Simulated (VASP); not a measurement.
# TiAl3 (I4/mmm) in VASP: further runs

TiAl3 is run at these levels: LDA; tasks: single point.

Everything below comes from runs of VASP 6.6.1. Logs are shortened: lines on timing, memory, paths and dates and some standing lists are left out, and cuts for length are marked.

### Step 1. The cell of the first run

It takes space group I4/mmm (No. 139, tetragonal). The conventional cell has a = 3.822 Å, b = 3.822 Å, c = 8.561 Å, α = 90.00°, β = 90.00°, γ = 90.00°. Within 3.6 Å of Ti (site symmetry 4/mmm) lie 12 Al at 2.70 to 2.87 Å. Al (site symmetry -4m2) has 8 Al at 2.70 to 2.87 Å and 4 Ti at 2.87 Å within 3.6 Å. Within 3.6 Å of Al (site symmetry 4/mmm) lie 4 Ti at 2.70 Å and 8 Al at 2.87 Å.

### Step 2. Single point, LDA

INCAR

```
SYSTEM = TiAl3
PREC = Accurate
ENCUT = 520
EDIFF = 1E-7
ISMEAR = -1
SIGMA = 0.05
LREAL = .FALSE.
LASPH = .TRUE.
NELM = 80
ALGO = Normal
ISIF = 2
LWAVE = .FALSE.
LCHARG = .FALSE.
GGA = CA
NBANDS = 18
```

KPOINTS

```
Automatic mesh
0
G
  10 10 10
  0 0 0
```

POSCAR

```
TiAl3
1.0
   -1.9111067713      1.9111067713      4.2806687947
    1.9111067713     -1.9111067713      4.2806687947
    1.9111067713      1.9111067713     -4.2806687947
Ti Al
1 3
Direct
    0.0000000000      0.0000000000      0.0000000000
    0.2500000000      0.7500000000      0.5000000000
    0.7500000000      0.2500000000      0.5000000000
    0.5000000000      0.5000000000      0.0000000000
```

Potentials or basis: VASP PAW LDA potentials, release 64 (Ti_sv, Al).

Launch:

```sh
$ cat potpaw_LDA.64/Ti_sv/POTCAR potpaw_LDA.64/Al/POTCAR > POTCAR
$ mpirun -np 1 vasp_std > vasp.out
```

OUTCAR:

```text
SYSTEM = TiAl3
   PREC = Accurate
   ENCUT = 520
   EDIFF = 1E-7
   ISMEAR = -1
   LREAL = .FALSE.
   LASPH = .TRUE.
   NELM = 80
   ISIF = 2
   GGA = CA

 ion  position               nearest neighbor table
   1  0.000  0.000  0.000-   4 2.70   4 2.70   4 2.70   4 2.70   3 2.87   2 2.87   3 2.87   2 2.87
                             3 2.87   3 2.87   2 2.87   2 2.87
   2  0.250  0.750  0.500-   3 2.70   3 2.70   3 2.70   3 2.70   4 2.87   1 2.87   4 2.87   4 2.87
                             1 2.87   1 2.87   4 2.87   1 2.87
   3  0.750  0.250  0.500-   2 2.70   2 2.70   2 2.70   2 2.70   4 2.87   1 2.87   4 2.87   1 2.87
                             4 2.87   4 2.87   1 2.87   1 2.87
   4  0.500  0.500  0.000-   1 2.70   1 2.70   1 2.70   1 2.70   3 2.87   2 2.87   3 2.87   3 2.87
                             2 2.87   2 2.87   3 2.87   2 2.87

  LATTYP: Found a body centered tetragonal cell.
 ALAT       =     3.8222135426
 C/A-ratio  =     2.2398899208

  Lattice vectors:

 A1 = (  -1.9111067713,   1.9111067713,   4.2806687947)
 A2 = (   1.9111067713,  -1.9111067713,   4.2806687947)
 A3 = (   1.9111067713,   1.9111067713,  -4.2806687947)

Analysis of symmetry for initial positions (statically):
=====================================================================
 Subroutine PRICEL returns:
 Original cell was already a primitive cell.

 Routine SETGRP: Setting up the symmetry group for a
 body centered tetragonal supercell.

 Subroutine GETGRP returns: Found 16 space group operations
 (whereof 16 operations were pure point group operations)
 out of a pool of 16 trial point group operations.

The static configuration has the point symmetry D_4h.

Analysis of symmetry for dynamics (positions and initial velocities):
=====================================================================
 Subroutine PRICEL returns:
 Original cell was already a primitive cell.

 Routine SETGRP: Setting up the symmetry group for a
 body centered tetragonal supercell.

 Subroutine GETGRP returns: Found 16 space group operations
 (whereof 16 operations were pure point group operations)
 out of a pool of 16 trial point group operations.

The dynamic configuration has the point symmetry D_4h.

 Subroutine INISYM returns: Found 16 space group operations
 (whereof 16 operations are pure point group operations),
 and found     1 'primitive' translations

----------------------------------------------------------------------------------------

[... 98 lines left out ...]
   EDIFFG = 0.1E-05   stopping-criterion for IOM
   NSW    =      0    number of steps for IOM
   IBRION =     -1    ionic relax: 0-MD 1-quasi-New 2-CG
   NFREE  =      0    steps in history (QN), initial steepest desc. (CG)
   ISIF   =      2    stress and relaxation
   ISYM   =      2    0-nonsym 1-usesym 2-fastsym
   POTIM  = 0.5000    time-step for ionic-motion
   TEBEG  =    0.0;   TEEND  =   0.0 temperature during run
   PSTRESS=    0.0 pullay stress
   NELECT =      21.0000    total number of electrons
   NUPDOWN=      -1.0000    fix difference up-down
   EMIN   =  10.00;   EMAX   =-10.00  energy-range for DOS
   EFERMI =   0.00;   METHOD = LEGACY
   ISMEAR =    -1;   SIGMA  =   0.05  broadening in eV -4-tet -1-fermi 0-gaus
   EFERMI_NEDOS =   21; number of points for ismear=-14 and -15
   IALGO  =     38    algorithm
   IMIX   =      4    mixing-type and parameters
     AMIX     =   0.40;   BMIX     =  1.00
     AMIX_MAG =   1.60;   BMIX_MAG =  1.00
  volume/ion in A,a.u.               =      15.63       105.51
  Fermi-wavevector in a.u.,A,eV,Ry     =   1.137891  2.150303 17.616776  1.294796
  Thomas-Fermi vector in A             =   2.274596
   LORBIT       =      0    0 simple, 1 ext, 2 COOP (PROOUT), +10 PAW based schemes
   GGA     = CA    functional components
   LHFCALC =     F    Hartree Fock is set to
   AEXX    =    0.0000 exact exchange contribution
   IVDW    =     0    specifies the selected vdW correction
   LEPSILON=     F    determine dielectric tensor
   LRPA    =     F    only Hartree local field effects (RPA)
 non-spin polarized calculation
  energy-cutoff  :      520.00
  volume of cell :       62.54
 maximum number of plane-waves:      1699
 NGX is ok and might be reduce to    40
   NGX = 19   NGY = 19   NGZ = 19

 number of electron      20.9999999 magnetization

 Free energy of the ion-electron system (eV)
  ---------------------------------------------------
  ext. energy  EPLUGINS =         0.00000000
  ---------------------------------------------------
  free energy    TOTEN  =       -22.78207025 eV

  energy without entropy =      -22.76838629  energy(sigma->0) =      -22.77522827

 E-fermi :   8.1243     XC(G=0): -10.9858

 val. band max:        8.1207126615   @ k =  -0.3000  -0.3000   0.2000
 cond. band min:       8.1311469925   @ k =   0.5000   0.5000   0.3000
 fundamental gap:      0.0104343310
 Fermi energy:         8.1243231421

 k-point     1 :       0.0000    0.0000    0.0000
  band No.  band energies     occupation
      1     -47.6093      2.00000
      2     -24.3141      2.00000
      3     -24.3141      2.00000
      4     -24.2351      2.00000
      5      -1.9395      2.00000
      6       5.2648      2.00000
[... 481 lines left out ...]
      5       1.3360      2.00000
      6       2.4539      2.00000
[... 10 lines left out ...]
     17      12.9723      0.00000
     18      14.1867      0.00000

 [... further k-points ...]

------------------------ aborting loop because EDIFF is reached ----------------------------------------

  FORCE on cell =-STRESS in cart. coord.  units (eV):
  Direction    XX          YY          ZZ          XY          YZ          ZX
  --------------------------------------------------------------------------------------
  -------------------------------------------------------------------------------------
  Total       -1.3573155     -1.3573155     -1.2043225      0.0000000     -0.0000000      0.0000000
  in kB      -34.7736161    -34.7736161    -30.8540271      0.0000000     -0.0000000      0.0000000
  external PRESSURE =     -33.4670864 kB  Pullay stress =       0.0000000 kB

 VOLUME and BASIS-vectors are now :
 -----------------------------------------------------------------------------
  energy-cutoff  :      520.00
  volume of cell :       62.54
      direct lattice vectors                 reciprocal lattice vectors
    -1.911106771  1.911106771  4.280668795     0.000000000  0.261628501  0.116804178
     1.911106771 -1.911106771  4.280668795     0.261628501  0.000000000  0.116804178
     1.911106771  1.911106771 -4.280668795     0.261628501  0.261628501  0.000000000

 POSITION                                       TOTAL-FORCE (eV/Angst)
 -----------------------------------------------------------------------------------
      0.00000      0.00000      0.00000         0.000000     -0.000000      0.000000
      1.91111      0.00000      2.14033        -0.000000      0.000000     -0.000000
      0.00000      1.91111      2.14033         0.000000     -0.000000     -0.000000
      0.00000      0.00000      4.28067         0.000000     -0.000000      0.000000
 -----------------------------------------------------------------------------------
    total drift:                               -0.000000     -0.000000      0.000000

  FREE ENERGIE OF THE ION-ELECTRON SYSTEM (eV)
  ---------------------------------------------------
  free  energy   TOTEN  =       -22.7820702509 eV

  energy  without entropy=      -22.7683862883  energy(sigma->0) =      -22.77522827
```

OSZICAR:

```text
N       E                     dE             d eps       ncg     rms          rms(c)
DAV:   1     0.118950809709E+03    0.11895E+03   -0.91065E+03  3672   0.107E+03
DAV:   2    -0.159694447284E+02   -0.13492E+03   -0.13140E+03  3740   0.283E+02
DAV:   3    -0.245323635943E+02   -0.85629E+01   -0.83843E+01  5776   0.651E+01
[... 13 lines left out ...]
DAV:  17    -0.227820715056E+02    0.69485E-06   -0.23464E-07  3810   0.348E-03    0.174E-02
DAV:  18    -0.227820710119E+02    0.49373E-06   -0.17490E-07  3634   0.289E-03    0.135E-02
DAV:  19    -0.227820707029E+02    0.30897E-06   -0.11255E-07  3456   0.243E-03    0.104E-02
DAV:  20    -0.227820702900E+02    0.41285E-06   -0.61810E-07  4882   0.602E-03    0.312E-03
DAV:  21    -0.227820702509E+02    0.39167E-07   -0.95750E-08  2278   0.230E-03
   1 F= -.22782070E+02 E0= -.22775228E+02  d E =-.136840E-01
```

Wall time 3.4 min (1 thread of Intel Xeon Platinum 8488C (Sapphire Rapids), shared host); peak memory 0.27 GiB.

What came out:

```yaml
Free_energy: -22.7821 eV
Pressure: -3.3 GPa
```

Stress tensor (GPa, compression positive):
```
-3.48  0.00  0.00
 0.00 -3.48  0.00
 0.00  0.00 -3.09
```

Levels at points of the mesh, in eV from the Fermi level:
```tsv
k point	band 7	band 8	band 9	band 10	band 11	band 12	band 13	band 14	band 15	band 16
(0.00, 0.00, 0.00)	-2.57	-1.41	-1.22	-1.22	0.84	1.79	1.79	2.32	2.40	3.81
(0.50, 0.00, 0.00)	-3.57	-2.92	-1.05	-0.26	0.50	1.77	2.12	2.72	3.21	4.51
(0.50, 0.50, 0.00)	-4.38	-3.70	-2.63	-2.18	-0.98	1.76	1.90	2.75	2.86	3.19
(0.50, 0.50, 0.50)	-2.01	-0.88	-0.88	-0.22	0.70	0.70	0.95	3.11	4.69	6.11
```

### Step 3. Single point, LDA (volume scaled by 1.02)

INCAR

```
SYSTEM = TiAl3
  PREC = Accurate
  ENCUT = 520
  EDIFF = 1E-6
  ISMEAR = -1
  SIGMA = 0.05
  LREAL = .FALSE.
  LASPH = .TRUE.
  NELM = 80
  ALGO = Fast
  ISIF = 2
  LWAVE = .FALSE.
  LCHARG = .TRUE.
  GGA = CA
  LELF = .TRUE.
  LVHAR = .TRUE.
  NBANDS = 18
```

KPOINTS is that of step 2.

POSCAR

```
TiAl3
1.0
   -1.9237634764      1.9237634764      4.3090184209
    1.9237634764     -1.9237634764      4.3090184209
    1.9237634764      1.9237634764     -4.3090184209
Ti Al
1 3
Direct
    0.0000000000      0.0000000000      0.0000000000
    0.2500000000      0.7500000000      0.5000000000
    0.7500000000      0.2500000000      0.5000000000
    0.5000000000      0.5000000000      0.0000000000
```

Potentials or basis: VASP PAW LDA potentials, release 64 (Ti_sv, Al).

Launch:

```sh
$ cat potpaw_LDA.64/Ti_sv/POTCAR potpaw_LDA.64/Al/POTCAR > POTCAR
$ mpirun -np 1 vasp_std > vasp.out
```

Wall time 6.3 min (1 thread of Intel Xeon Platinum 8488C (Sapphire Rapids), shared host); peak memory 0.27 GiB.

It converged, with:

```yaml
Free_energy: -22.7484 eV
Pressure: -5.3 GPa
```

Stress tensor (GPa, compression positive):
```
-5.48  0.00  0.00
 0.00 -5.48  0.00
 0.00  0.00 -4.99
```

Levels at points of the mesh, in eV from the Fermi level:
| k point | band 8 | band 9 | band 10 | band 11 | band 12 | band 13 | band 14 | band 15 |
| --- | --- | --- | --- | --- | --- | --- | --- | --- |
| (0.00, 0.00, 0.00) | -1.37 | -1.19 | -1.19 | 0.82 | 1.75 | 1.75 | 2.28 | 2.32 |
| (0.50, 0.00, 0.00) | -2.92 | -1.03 | -0.25 | 0.49 | 1.72 | 2.09 | 2.66 | 3.16 |
| (0.50, 0.50, 0.00) | -3.65 | -2.62 | -2.17 | -0.96 | 1.71 | 1.85 | 2.72 | 2.79 |
| (0.50, 0.50, 0.50) | -0.88 | -0.88 | -0.21 | 0.69 | 0.69 | 0.93 | 3.07 | 4.52 |
